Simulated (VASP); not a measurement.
# Lu (Fd-3m) in VASP: single point with PBEsol

Aim: the single point of Lu with PBEsol.

Everything below comes from runs of VASP 6.6.1. Logs are shortened: lines on timing, memory, paths and dates and some standing lists are left out, and cuts for length are marked.

## Step 1: The cell of the first run

Symmetry: Fd-3m, No. 227, cubic system. The conventional cell has a = 7.176 Å, b = 7.176 Å, c = 7.176 Å, α = 90.00°, β = 90.00°, γ = 90.00°. Within 4.1 Å of Lu (site symmetry -43m) lie 4 Lu at 3.11 Å.

This isn't the form of Lu at room conditions, which is hcp.

## Step 2: Single point, PBEsol

Contents of INCAR:

```
SYSTEM = Lu
PREC = Accurate
ENCUT = 520
EDIFF = 1E-7
ISMEAR = -1
SIGMA = 0.1
LREAL = .FALSE.
LASPH = .TRUE.
NELM = 60
ALGO = Normal
ISIF = 2
LWAVE = .FALSE.
LCHARG = .FALSE.
GGA = PS
NBANDS = 32
```

Contents of KPOINTS:

```
Automatic mesh
0
G
  13 13 13
  0 0 0
```

Contents of POSCAR:

```
Lu
1.0
    0.0000000000      3.5878717688      3.5878717688
    3.5878717688      0.0000000000      3.5878717688
    3.5878717688      3.5878717688      0.0000000000
Lu
2
Direct
    0.1250000000      0.1250000000      0.1250000000
    0.8750000000      0.8750000000      0.8750000000
```

Potentials or basis: VASP PAW PBE potentials, release 64 (Lu).

On the command line:

```
$ cat potpaw_PBE.64/Lu/POTCAR > POTCAR
$ mpirun -np 1 vasp_std > vasp.out
```

OUTCAR:

```text
SYSTEM = Lu
   PREC = Accurate
   ENCUT = 520
   EDIFF = 1E-7
   ISMEAR = -1
   LREAL = .FALSE.
   LASPH = .TRUE.
   NELM = 60
   ISIF = 2
   GGA = PS

 ion  position               nearest neighbor table
   1  0.125  0.125  0.125-   2 3.11   2 3.11   2 3.11   2 3.11
   2  0.875  0.875  0.875-   1 3.11   1 3.11   1 3.11   1 3.11

  LATTYP: Found a face centered cubic cell.
 ALAT       =     7.1757435376

  Lattice vectors:

 A1 = (   0.0000000000,   3.5878717688,   3.5878717688)
 A2 = (   3.5878717688,   0.0000000000,   3.5878717688)
 A3 = (   3.5878717688,   3.5878717688,   0.0000000000)

Analysis of symmetry for initial positions (statically):
=====================================================================
 Subroutine PRICEL returns:
 Original cell was already a primitive cell.

 Routine SETGRP: Setting up the symmetry group for a
 face centered cubic supercell.

 Subroutine GETGRP returns: Found 48 space group operations
 (whereof 12 operations were pure point group operations)
 out of a pool of 48 trial point group operations.

The static configuration has the point symmetry D_3d.
 The point group associated with its full space group is O_h .

Analysis of symmetry for dynamics (positions and initial velocities):
=====================================================================
 Subroutine PRICEL returns:
 Original cell was already a primitive cell.

 Routine SETGRP: Setting up the symmetry group for a
 face centered cubic supercell.

 Subroutine GETGRP returns: Found 48 space group operations
 (whereof 12 operations were pure point group operations)
 out of a pool of 48 trial point group operations.

The dynamic configuration has the point symmetry D_3d.
 The point group associated with its full space group is O_h .

 Subroutine INISYM returns: Found 48 space group operations
 (whereof 12 operations are pure point group operations),
 and found     1 'primitive' translations

----------------------------------------------------------------------------------------

                                     Primitive cell

  volume of cell :      92.3721

  direct lattice vectors                    reciprocal lattice vectors
     0.000000000  3.587871769  3.587871769    -0.139358381  0.139358381  0.139358381
     3.587871769  0.000000000  3.587871769     0.139358381 -0.139358381  0.139358381
     3.587871769  3.587871769  0.000000000     0.139358381  0.139358381 -0.139358381

  length of vectors
     5.074016915  5.074016915  5.074016915     0.241375796  0.241375796  0.241375796

  position of ions in fractional coordinates (direct lattice)
     0.125000000  0.125000000  0.125000000
     0.875000000  0.875000000  0.875000000

  ion indices of the primitive-cell ions
   primitive index   ion index
                 1           1
                 2           2

----------------------------------------------------------------------------------------

 KPOINTS: Automatic mesh

Automatic generation of k-mesh.
 Grid dimensions read from file:
 generate k-points for:   13   13   13

 Generating k-lattice:

  Cartesian coordinates                     Fractional coordinates (reciprocal lattice)
    -0.010719875  0.010719875  0.010719875     0.076923077  0.000000000  0.000000000
     0.010719875 -0.010719875  0.010719875     0.000000000  0.076923077  0.000000000
     0.010719875  0.010719875 -0.010719875     0.000000000  0.000000000  0.076923077

  Length of vectors
     0.018567369  0.018567369  0.018567369

  Shift w.r.t. Gamma in fractional coordinates (k-lattice)
     0.000000000  0.000000000  0.000000000

 Subroutine IBZKPT returns following result:
 ===========================================

 Found     84 irreducible k-points:

 Following reciprocal coordinates:
            Coordinates               Weight
  0.000000  0.000000  0.000000      1.000000
  0.076923  0.000000  0.000000      8.000000
  0.153846  0.000000  0.000000      8.000000
  0.230769  0.000000  0.000000      8.000000
  0.307692  0.000000  0.000000      8.000000
  0.384615  0.000000  0.000000      8.000000
[... 16 lines left out ...]
  0.384615  0.153846  0.000000     24.000000
  0.461538  0.153846  0.000000     24.000000
 [... further k-points ...]
   k-points           NKPTS =     84   k-points in BZ     NKDIM =     84   number of bands    NBANDS=     32
   number of dos      NEDOS =    301   number of ions     NIONS =      2
   total plane-waves  NPLWV =  64000
   dimension x,y,z NGX =    40 NGY =   40 NGZ =   40
   dimension x,y,z NGXF=    80 NGYF=   80 NGZF=   80
   ions per type =               2
   NGX,Y,Z   is equivalent  to a cutoff of  13.11, 13.11, 13.11 a.u.
   NGXF,Y,Z  is equivalent  to a cutoff of  26.21, 26.21, 26.21 a.u.
 SYSTEM =  Lu
   PREC   = accura    normal or accurate (medium, high low for compatibility)
   ISTART =      0    job   : 0-new  1-cont  2-samecut
   ICHARG =      2    charge: 1-file 2-atom 10-const
   ISPIN  =      1    spin polarized calculation?
   LNONCOLLINEAR =      F non collinear calculations
   LSORBIT =      F    spin-orbit coupling
   LASPH  =      T    aspherical Exc in radial PAW
   ENCUT  =  520.0 eV  38.22 Ry    6.18 a.u.   9.43  9.43  9.43*2*pi/ulx,y,z
   NELM   =     60;   NELMIN=  2; NELMDL= -5     # of ELM steps
   EDIFF  = 0.1E-06   stopping-criterion for ELM
   LREAL  =      F    real-space projection
   EDIFFG = 0.1E-05   stopping-criterion for IOM
   NSW    =      0    number of steps for IOM
   IBRION =     -1    ionic relax: 0-MD 1-quasi-New 2-CG
   NFREE  =      0    steps in history (QN), initial steepest desc. (CG)
   ISIF   =      2    stress and relaxation
   ISYM   =      2    0-nonsym 1-usesym 2-fastsym
   POTIM  = 0.5000    time-step for ionic-motion
   TEBEG  =    0.0;   TEEND  =   0.0 temperature during run
   PSTRESS=    0.0 pullay stress
   NELECT =      50.0000    total number of electrons
   NUPDOWN=      -1.0000    fix difference up-down
   EMIN   =  10.00;   EMAX   =-10.00  energy-range for DOS
   EFERMI =   0.00;   METHOD = LEGACY
   ISMEAR =    -1;   SIGMA  =   0.10  broadening in eV -4-tet -1-fermi 0-gaus
   EFERMI_NEDOS =   21; number of points for ismear=-14 and -15
   IALGO  =     38    algorithm
   IMIX   =      4    mixing-type and parameters
     AMIX     =   0.40;   BMIX     =  1.00
     AMIX_MAG =   1.60;   BMIX_MAG =  1.00
  volume/ion in A,a.u.               =      46.19       311.68
  Fermi-wavevector in a.u.,A,eV,Ry     =   1.334191  2.521255 24.219254  1.780065
  Thomas-Fermi vector in A             =   2.462991
   LORBIT       =      0    0 simple, 1 ext, 2 COOP (PROOUT), +10 PAW based schemes
   GGA     = PS    functional components
   LHFCALC =     F    Hartree Fock is set to
   AEXX    =    0.0000 exact exchange contribution
   IVDW    =     0    specifies the selected vdW correction
   LEPSILON=     F    determine dielectric tensor
   LRPA    =     F    only Hartree local field effects (RPA)
 non-spin polarized calculation
  energy-cutoff  :      520.00
  volume of cell :       92.37
 maximum number of plane-waves:      2518
 NGX is ok and might be reduce to    40
   NGX = 19   NGY = 19   NGZ = 19

 number of electron      50.0000001 magnetization

 Free energy of the ion-electron system (eV)
  ---------------------------------------------------
  ext. energy  EPLUGINS =         0.00000000
  ---------------------------------------------------
  free energy    TOTEN  =        -5.74977919 eV

  energy without entropy =       -5.59988589  energy(sigma->0) =       -5.67483254

 E-fermi :   0.0940     XC(G=0):  -8.5508

 val. band max:        0.0926574049   @ k =  -0.1538   0.1538   0.0000
 cond. band min:       0.1011416160   @ k =  -0.2308   0.1538   0.0000
 fundamental gap:      0.0084842111
 Fermi energy:         0.0939686054

 k-point     1 :       0.0000    0.0000    0.0000
  band No.  band energies     occupation
      1     -56.9775      2.00000
      2     -56.9005      2.00000
      3     -27.7555      2.00000
      4     -27.7555      2.00000
      5     -27.7555      2.00000
      6     -27.4030      2.00000
[... 24 lines left out ...]
     31       2.0856      0.00000
     32       5.3531      0.00000

 k-point     2 :       0.0769    0.0000    0.0000
  band No.  band energies     occupation
      1     -56.9767      2.00000
      2     -56.9013      2.00000
      3     -27.7578      2.00000
      4     -27.7578      2.00000
      5     -27.7549      2.00000
      6     -27.4041      2.00000
[... 24 lines left out ...]
     31       2.0808      0.00000
     32       5.3338      0.00000

 k-point     3 :       0.1538    0.0000    0.0000
  band No.  band energies     occupation
      1     -56.9743      2.00000
      2     -56.9038      2.00000
      3     -27.7639      2.00000
      4     -27.7639      2.00000
      5     -27.7531      2.00000
      6     -27.4071      2.00000
[... 24 lines left out ...]
     31       2.0868      0.00000
     32       5.2696      0.00000

 k-point     4 :       0.2308    0.0000    0.0000
  band No.  band energies     occupation
      1     -56.9706      2.00000
      2     -56.9075      2.00000
      3     -27.7722      2.00000
      4     -27.7722      2.00000
      5     -27.7505      2.00000
      6     -27.4113      2.00000
[... 24 lines left out ...]
     31       2.1622      0.00000
     32       5.1427      0.00000

 k-point     5 :       0.3077    0.0000    0.0000
  band No.  band energies     occupation
      1     -56.9660      2.00000
      2     -56.9120      2.00000
      3     -27.7806      2.00000
      4     -27.7806      2.00000
      5     -27.7477      2.00000
      6     -27.4157      2.00000
[... 584 lines left out ...]
     31       2.1276      0.00000
     32       4.7376      0.00000

 k-point    22 :       0.3077    0.1538    0.0000
  band No.  band energies     occupation
      1     -56.9663      2.00000
      2     -56.9118      2.00000
      3     -27.7919      2.00000
      4     -27.7901      2.00000
      5     -27.7185      2.00000
      6     -27.4447      2.00000
[... 24 lines left out ...]
     31       2.2955      0.00000
     32       4.4986      0.00000

 k-point    23 :       0.3846    0.1538    0.0000
  band No.  band energies     occupation
      1     -56.9617      2.00000
      2     -56.9164      2.00000
      3     -27.8019      2.00000
      4     -27.7964      2.00000
      5     -27.7106      2.00000
      6     -27.4535      2.00000
[... 24 lines left out ...]
     31       2.5688      0.00000
     32       4.2654      0.00000

 k-point    24 :       0.4615    0.1538    0.0000
  band No.  band energies     occupation
      1     -56.9575      2.00000
      2     -56.9206      2.00000
      3     -27.8101      2.00000
      4     -27.7996      2.00000
      5     -27.7051      2.00000
      6     -27.4596      2.00000
[... 24 lines left out ...]
     31       2.7737      0.00000
     32       4.1773      0.00000

 [... further k-points ...]

------------------------ aborting loop because EDIFF is reached ----------------------------------------

  FORCE on cell =-STRESS in cart. coord.  units (eV):
  Direction    XX          YY          ZZ          XY          YZ          ZX
  --------------------------------------------------------------------------------------
  -------------------------------------------------------------------------------------
  Total        0.0272037      0.0272037      0.0272037     -0.0000000      0.0000000     -0.0000000
  in kB        0.4718428      0.4718428      0.4718428     -0.0000000      0.0000000     -0.0000000
  external PRESSURE =       0.4718428 kB  Pullay stress =       0.0000000 kB

 VOLUME and BASIS-vectors are now :
 -----------------------------------------------------------------------------
  energy-cutoff  :      520.00
  volume of cell :       92.37
      direct lattice vectors                 reciprocal lattice vectors
     0.000000000  3.587871769  3.587871769    -0.139358381  0.139358381  0.139358381
     3.587871769  0.000000000  3.587871769     0.139358381 -0.139358381  0.139358381
     3.587871769  3.587871769  0.000000000     0.139358381  0.139358381 -0.139358381

 POSITION                                       TOTAL-FORCE (eV/Angst)
 -----------------------------------------------------------------------------------
      0.89697      0.89697      0.89697         0.000000      0.000000      0.000000
      6.27878      6.27878      6.27878        -0.000000     -0.000000     -0.000000
 -----------------------------------------------------------------------------------
    total drift:                                0.000000      0.000000     -0.000000

  FREE ENERGIE OF THE ION-ELECTRON SYSTEM (eV)
  ---------------------------------------------------
  free  energy   TOTEN  =        -5.7497791909 eV

  energy  without entropy=       -5.5998858933  energy(sigma->0) =       -5.67483254
```

Run time: 6.2 min. Hardware: 1 thread of AMD EPYC 7R43 (Zen 3), shared host; peak memory 0.34 GiB.

Results:

```yaml
Free_energy: -5.7498 eV
Pressure: 0.0 GPa
Band_gap_on_the_k_mesh: zero (bands 25 and 26 overlap by 1.30 eV)
```

Caveat: the PAW data sets were made with another functional, which shifts forces and pressure a little; spin-orbit coupling is left out, which moves the levels of the heavy elements.
